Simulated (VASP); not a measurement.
# Ti (Im-3m) in VASP: a series of runs

Ti is run at these levels: PBEsol; tasks: relaxation of cell and atoms.

Program: VASP 6.6.1. These are calculated values, not measurements. Logs are shortened: lines on timing, memory, paths and dates and some standing lists are left out, and cuts for length are marked.

**1. The cell of the first run**

The structure is cubic, space group Im-3m (No. 229). The conventional cell has a = 3.207 Å, b = 3.207 Å, c = 3.207 Å, α = 90.00°, β = 90.00°, γ = 90.00°. Within 3.7 Å of Ti (site symmetry m-3m) lie 14 Ti at 2.78 to 3.21 Å.

This isn't the form of Ti at room conditions, which is hcp.

**2. Relaxation of cell and atoms, PBEsol, target pressure 0.59 GPa, at which the enthalpy is minimised**

File INCAR:

```
PREC = Accurate
ENCUT = 600
EDIFF = 1E-6
ISMEAR = -1
SIGMA = 0.08
LREAL = F
LASPH = T
NELM = 60
ALGO = Normal
ISIF = 3
LWAVE = F
LCHARG = F
GGA = PS
IBRION = 2
NSW = 32
EDIFFG = -0.005
PSTRESS = 5.8999999999999995
```

File KPOINTS:

```
regular mesh
0
Gamma
  17 17 17
```

File POSCAR:

```
Ti
1.0
   -1.6033504152      1.6033504152      1.6033504152
    1.6033504152     -1.6033504152      1.6033504152
    1.6033504152      1.6033504152     -1.6033504152
Ti
1
Direct
    0.0000000000      0.0000000000      0.0000000000
```

Potentials or basis: VASP PAW PBE potentials, release 64 (Ti_sv).

The run is started by

```sh
$ cat potpaw_PBE.64/Ti_sv/POTCAR > POTCAR
$ mpirun -np 1 vasp_std > vasp.out
```

OUTCAR:

```text
PREC = Accurate
   ENCUT = 600
   EDIFF = 1E-6
   ISMEAR = -1
   LREAL = F
   LASPH = T
   NELM = 60
   ISIF = 3
   GGA = PS
   IBRION = 2
   NSW = 32
   EDIFFG = -0.005
   PSTRESS = 5.8999999999999995

 ion  position               nearest neighbor table
   1  0.000  0.000  0.000-

  LATTYP: Found a body centered cubic cell.
 ALAT       =     3.2067008304

  Lattice vectors:

 A1 = (  -1.6033504152,   1.6033504152,   1.6033504152)
 A2 = (   1.6033504152,  -1.6033504152,   1.6033504152)
 A3 = (   1.6033504152,   1.6033504152,  -1.6033504152)

Analysis of symmetry for initial positions (statically):
=====================================================================
 Subroutine PRICEL returns:
 Original cell was already a primitive cell.

 Routine SETGRP: Setting up the symmetry group for a
 body centered cubic supercell.

 Subroutine GETGRP returns: Found 48 space group operations
 (whereof 48 operations were pure point group operations)
 out of a pool of 48 trial point group operations.

The static configuration has the point symmetry O_h .

Analysis of symmetry for dynamics (positions and initial velocities):
=====================================================================
 Subroutine PRICEL returns:
 Original cell was already a primitive cell.

 Routine SETGRP: Setting up the symmetry group for a
 body centered cubic supercell.

 Subroutine GETGRP returns: Found 48 space group operations
 (whereof 48 operations were pure point group operations)
 out of a pool of 48 trial point group operations.

The dynamic configuration has the point symmetry O_h .

 Subroutine INISYM returns: Found 48 space group operations
 (whereof 48 operations are pure point group operations),
 and found     1 'primitive' translations

----------------------------------------------------------------------------------------

                                     Primitive cell

  volume of cell :      16.4871

  direct lattice vectors                    reciprocal lattice vectors
    -1.603350415  1.603350415  1.603350415     0.000000000  0.311846989  0.311846989
     1.603350415 -1.603350415  1.603350415     0.311846989  0.000000000  0.311846989
     1.603350415  1.603350415 -1.603350415     0.311846989  0.311846989  0.000000000

  length of vectors
     2.777084381  2.777084381  2.777084381     0.441018242  0.441018242  0.441018242
[... 86 lines left out ...]
   ISYM   =      2    0-nonsym 1-usesym 2-fastsym
   POTIM  = 0.5000    time-step for ionic-motion
   TEBEG  =    0.0;   TEEND  =   0.0 temperature during run
   PSTRESS=    5.9 pullay stress
   NELECT =      12.0000    total number of electrons
   NUPDOWN=      -1.0000    fix difference up-down
   EMIN   =  10.00;   EMAX   =-10.00  energy-range for DOS
   EFERMI =   0.00;   METHOD = LEGACY
   ISMEAR =    -1;   SIGMA  =   0.08  broadening in eV -4-tet -1-fermi 0-gaus
   EFERMI_NEDOS =   21; number of points for ismear=-14 and -15
   IALGO  =     38    algorithm
   IMIX   =      4    mixing-type and parameters
     AMIX     =   0.40;   BMIX     =  1.00
     AMIX_MAG =   1.60;   BMIX_MAG =  1.00
  volume/ion in A,a.u.               =      16.49       111.26
  Fermi-wavevector in a.u.,A,eV,Ry     =   1.472607  2.782823 29.505197  2.168571
  Thomas-Fermi vector in A             =   2.587601
   LORBIT       =      0    0 simple, 1 ext, 2 COOP (PROOUT), +10 PAW based schemes
   GGA     = PS    functional components
   LHFCALC =     F    Hartree Fock is set to
   AEXX    =    0.0000 exact exchange contribution
   IVDW    =     0    specifies the selected vdW correction
   LEPSILON=     F    determine dielectric tensor
   LRPA    =     F    only Hartree local field effects (RPA)
 conjugate gradient relaxation of ions
 non-spin polarized calculation
  energy-cutoff  :      600.00
  volume of cell :       16.49
 maximum number of plane-waves:       567
   NGX = 11   NGY = 11   NGZ = 11

--------------------------------------- Ionic step        1  -------------------------------------------

 number of electron      12.0000001 magnetization

 Free energy of the ion-electron system (eV)
  ---------------------------------------------------
  ext. energy  EPLUGINS =         0.00000000
  ---------------------------------------------------
  free energy    TOTEN  =        -8.25832065 eV

  energy without entropy =       -8.21264967  energy(sigma->0) =       -8.23548516

------------------------ aborting loop because EDIFF is reached ----------------------------------------

  FORCE on cell =-STRESS in cart. coord.  units (eV):
  Direction    XX          YY          ZZ          XY          YZ          ZX
  --------------------------------------------------------------------------------------
  -------------------------------------------------------------------------------------
  Total        0.0340367      0.0340367      0.0340367      0.0000000     -0.0000000      0.0000000
  in kB        3.3075951      3.3075951      3.3075951      0.0000000     -0.0000000      0.0000000
  external PRESSURE =      -2.5924049 kB  Pullay stress =       5.9000000 kB
[... 283 lines left out ...]
--------------------------------------- Ionic step        9  -------------------------------------------

 number of electron      12.0000002 magnetization

 Free energy of the ion-electron system (eV)
  ---------------------------------------------------
  ext. energy  EPLUGINS =         0.00000000
  ---------------------------------------------------
  free energy    TOTEN  =        -8.25820086 eV

  energy without entropy =       -8.21269808  energy(sigma->0) =       -8.23544947

 E-fermi :   8.5321     XC(G=0): -11.8951

 val. band max:        8.5259945008   @ k =   0.2353   0.2353   0.0000
 cond. band min:       8.5425533335   @ k =  -0.2941  -0.4706   0.0588
 fundamental gap:      0.0165588327
 Fermi energy:         8.5321438191

 k-point     1 :       0.0000    0.0000    0.0000
  band No.  band energies     occupation
      1     -47.6561      2.00000
      2     -23.5367      2.00000
      3     -23.5367      2.00000
      4     -23.5367      2.00000
      5       2.4690      2.00000
      6       9.5664      0.00000
      7       9.5664      0.00000
      8       9.5664      0.00000
      9      11.4622      0.00000
     10      11.4622      0.00000
[... 287 lines left out ...]
 k-point    24 :       0.1765    0.1765    0.0000
  band No.  band energies     occupation
      1     -47.5433      2.00000
      2     -24.0549      2.00000
      3     -23.7046      2.00000
      4     -23.5893      2.00000
      5       5.2460      2.00000
      6       8.4784      1.32388
      7       8.6838      0.26126
      8      10.9756      0.00000
      9      11.7721      0.00000
     10      11.9790      0.00000

 [... further k-points ...]
[... 5 lines left out ...]
  --------------------------------------------------------------------------------------
  -------------------------------------------------------------------------------------
  Total        0.0590945      0.0590945      0.0590945      0.0000000     -0.0000000      0.0000000
  in kB        5.7578008      5.7578008      5.7578008      0.0000000     -0.0000000      0.0000000
  external PRESSURE =      -0.1421992 kB  Pullay stress =       5.9000000 kB
[... 20 lines left out ...]
  energy  without entropy=       -8.2126980769  energy(sigma->0) =       -8.23544947

  enthalpy is  TOTEN    =        -8.1976469449 eV   P V=        0.0605539110

 reached required accuracy - stopping structural energy minimisation
```

Run time: 2.4 min. Hardware: 1 thread of Intel Xeon 8259CL, shared host; peak memory 0.17 GiB.

Results:

```yaml
Free_energy: -8.2582 eV
Relaxed_volume: 16.44 Å³/atom
Relaxed_cell: a = 2.775 Å, b = 2.775 Å, c = 2.775 Å, α = 109.47°, β = 109.47°, γ = 109.47°
Space_group_after_relaxing_to_0.1_Å: Im-3m (No. 229)
Energy_change_on_relaxing_the_run_minimises_the_enthalpy: +0.1 meV/atom
Ionic_steps: 9
Pressure_after_relaxing: 0.6 GPa
Band_gap_on_the_k_mesh: zero (bands 6 and 7 overlap by 1.70 eV)
```

The path:
```tsv
step	energy change (eV)	largest force (eV/Å)	pressure (GPa)	volume (Å³)
1	0.0000	0.0000	0.33	16.49
2	0.0002	0.0000	0.73	16.42
3	0.0001	0.0000	0.64	16.44
4	0.0001	0.0000	0.65	16.45
5	0.0000	0.0000	0.46	16.47
6	0.0001	0.0000	0.48	16.46
7	0.0001	0.0000	0.50	16.45
8	0.0001	0.0000	0.50	16.45
9	0.0001	0.0000	0.58	16.44
```

Final structure:
```
Ti
1.0
    -1.60194    1.60194    1.60194
     1.60194   -1.60194    1.60194
     1.60194    1.60194   -1.60194
Ti
1
Direct
  0.00000 0.00000 0.00000
```

Caveat: the cell is relaxed towards a set pressure, so the run minimises the enthalpy, not the energy; the PAW data sets were made with another functional, which shifts forces and pressure a little.

**3. Relaxation of cell and atoms, PBEsol, target pressure 0.59 GPa, at which the enthalpy is minimised**

This run uses another cell than the first one, of 16.62 Å³/atom.

File INCAR:

```
SYSTEM = Ti
PREC = Accurate ; ENCUT = 600
EDIFF = 1E-6 ; ISMEAR = -1
SIGMA = 0.08 ; LREAL = .False.
LASPH = .True. ; NELM = 80
ALGO = Normal ; ISIF = 3
LWAVE = .False. ; LCHARG = .False.
GGA = PS ; IBRION = 2
NSW = 60 ; EDIFFG = -0.005
PSTRESS = 5.8999999999999995
```

File KPOINTS:

```
regular mesh
0
Gamma
  17 17 17
  0 0 0
```

File POSCAR:

```
Ti
1.0
   -1.6076514311      1.6076514311      1.6076514311
    1.6076514311     -1.6076514311      1.6076514311
    1.6076514311      1.6076514311     -1.6076514311
Ti
1
Direct
    0.0000000000      0.0000000000      0.0000000000
```

Potentials or basis: VASP PAW PBE potentials, release 64 (Ti_sv).

The run is started by

```sh
$ cat potpaw_PBE.64/Ti_sv/POTCAR > POTCAR
$ mpirun -np 1 vasp_std > vasp.out
```

OUTCAR:

```text
SYSTEM = Ti
   PREC = Accurate
   ENCUT = 600
   EDIFF = 1E-6
   ISMEAR = -1
   LREAL = .False.
   LASPH = .True.
   NELM = 80
   ISIF = 3
   GGA = PS
   IBRION = 2
   NSW = 60
   EDIFFG = -0.005
   PSTRESS = 5.8999999999999995

 ion  position               nearest neighbor table
   1  0.000  0.000  0.000-

  LATTYP: Found a body centered cubic cell.
 ALAT       =     3.2153028622

  Lattice vectors:

 A1 = (  -1.6076514311,   1.6076514311,   1.6076514311)
 A2 = (   1.6076514311,  -1.6076514311,   1.6076514311)
 A3 = (   1.6076514311,   1.6076514311,  -1.6076514311)

Analysis of symmetry for initial positions (statically):
=====================================================================
 Subroutine PRICEL returns:
 Original cell was already a primitive cell.

 Routine SETGRP: Setting up the symmetry group for a
 body centered cubic supercell.

 Subroutine GETGRP returns: Found 48 space group operations
 (whereof 48 operations were pure point group operations)
 out of a pool of 48 trial point group operations.

The static configuration has the point symmetry O_h .

Analysis of symmetry for dynamics (positions and initial velocities):
=====================================================================
 Subroutine PRICEL returns:
 Original cell was already a primitive cell.

 Routine SETGRP: Setting up the symmetry group for a
 body centered cubic supercell.

 Subroutine GETGRP returns: Found 48 space group operations
 (whereof 48 operations were pure point group operations)
 out of a pool of 48 trial point group operations.

The dynamic configuration has the point symmetry O_h .

 Subroutine INISYM returns: Found 48 space group operations
 (whereof 48 operations are pure point group operations),
 and found     1 'primitive' translations

[... 118 lines left out ...]
   LHFCALC =     F    Hartree Fock is set to
   AEXX    =    0.0000 exact exchange contribution
   IVDW    =     0    specifies the selected vdW correction
   LEPSILON=     F    determine dielectric tensor
   LRPA    =     F    only Hartree local field effects (RPA)
 conjugate gradient relaxation of ions
 non-spin polarized calculation
  energy-cutoff  :      600.00
  volume of cell :       16.62
 maximum number of plane-waves:       571
   NGX = 11   NGY = 11   NGZ = 11

--------------------------------------- Ionic step        1  -------------------------------------------

 number of electron      11.9999999 magnetization

 Free energy of the ion-electron system (eV)
  ---------------------------------------------------
  ext. energy  EPLUGINS =         0.00000000
  ---------------------------------------------------
  free energy    TOTEN  =        -8.25825508 eV

  energy without entropy =       -8.21206830  energy(sigma->0) =       -8.23516169

------------------------ aborting loop because EDIFF is reached ----------------------------------------

  FORCE on cell =-STRESS in cart. coord.  units (eV):
  Direction    XX          YY          ZZ          XY          YZ          ZX
  --------------------------------------------------------------------------------------
  -------------------------------------------------------------------------------------
  Total       -0.0582394     -0.0582394     -0.0582394      0.0000000      0.0000000     -0.0000000
  in kB       -5.6142503     -5.6142503     -5.6142503      0.0000000      0.0000000     -0.0000000
  external PRESSURE =     -11.5142503 kB  Pullay stress =       5.9000000 kB
[... 61 lines left out ...]
--------------------------------------- Ionic step        3  -------------------------------------------

 number of electron      12.0000002 magnetization

 Free energy of the ion-electron system (eV)
  ---------------------------------------------------
  ext. energy  EPLUGINS =         0.00000000
  ---------------------------------------------------
  free energy    TOTEN  =        -8.25825915 eV

  energy without entropy =       -8.21276256  energy(sigma->0) =       -8.23551086

 E-fermi :   8.5331     XC(G=0): -11.8955

 val. band max:        8.5269932577   @ k =   0.2353   0.2353   0.0000
 cond. band min:       8.5435686648   @ k =  -0.2941  -0.4706   0.0588
 fundamental gap:      0.0165754071
 Fermi energy:         8.5331433827

 k-point     1 :       0.0000    0.0000    0.0000
  band No.  band energies     occupation
      1     -47.6549      2.00000
      2     -23.5353      2.00000
      3     -23.5353      2.00000
      4     -23.5353      2.00000
      5       2.4696      2.00000
      6       9.5675      0.00000
      7       9.5675      0.00000
      8       9.5675      0.00000
      9      11.4635      0.00000
     10      11.4635      0.00000
[... 287 lines left out ...]
 k-point    24 :       0.1765    0.1765    0.0000
  band No.  band energies     occupation
      1     -47.5421      2.00000
      2     -24.0537      2.00000
      3     -23.7034      2.00000
      4     -23.5880      2.00000
      5       5.2468      2.00000
      6       8.4793      1.32417
      7       8.6848      0.26131
      8      10.9769      0.00000
      9      11.7735      0.00000
     10      11.9804      0.00000

 [... further k-points ...]
[... 5 lines left out ...]
  --------------------------------------------------------------------------------------
  -------------------------------------------------------------------------------------
  Total        0.0624407      0.0624407      0.0624407     -0.0000000     -0.0000000      0.0000000
  in kB        6.0844224      6.0844224      6.0844224     -0.0000000     -0.0000000      0.0000000
  external PRESSURE =       0.1844224 kB  Pullay stress =       5.9000000 kB
[... 20 lines left out ...]
  energy  without entropy=       -8.2127625606  energy(sigma->0) =       -8.23551086

  enthalpy is  TOTEN    =        -8.1977110967 eV   P V=        0.0605480534

 reached required accuracy - stopping structural energy minimisation
```

Run time: 75 s. Hardware: 1 thread of Intel Xeon 8259CL, shared host; peak memory 0.17 GiB.

What came out:

| Property | Result |
| --- | --- |
| Free energy | -8.2583 eV |
| Relaxed volume | 16.44 Å³/atom |
| Relaxed cell | a = 2.775 Å, b = 2.775 Å, c = 2.775 Å, α = 109.47°, β = 109.47°, γ = 109.47° |
| Space group after relaxing (to 0.1 Å) | Im-3m (No. 229) |
| Energy change on relaxing (the run minimises the enthalpy) | -0.0 meV/atom |
| Ionic steps | 3 |
| Pressure after relaxing | 0.6 GPa |
| Band gap on the k mesh | zero (bands 6 and 7 overlap by 1.70 eV) |

Final structure:
```
CELL_PARAMETERS angstrom
-1.60189 1.60189 1.60189
1.60189 -1.60189 1.60189
1.60189 1.60189 -1.60189
ATOMIC_POSITIONS crystal
Ti 0.00000 0.00000 0.00000
```

Levels at points of the mesh, in eV from the Fermi level:
| k point | band 3 | band 4 | band 5 | band 6 | band 7 | band 8 | band 9 | band 10 |
| --- | --- | --- | --- | --- | --- | --- | --- | --- |
| (0.00, 0.00, 0.00) | -32.07 | -32.07 | -6.06 | 1.03 | 1.03 | 1.03 | 2.93 | 2.93 |

Caveat: the cell is relaxed towards a set pressure, so the run minimises the enthalpy, not the energy; the PAW data sets were made with another functional, which shifts forces and pressure a little.
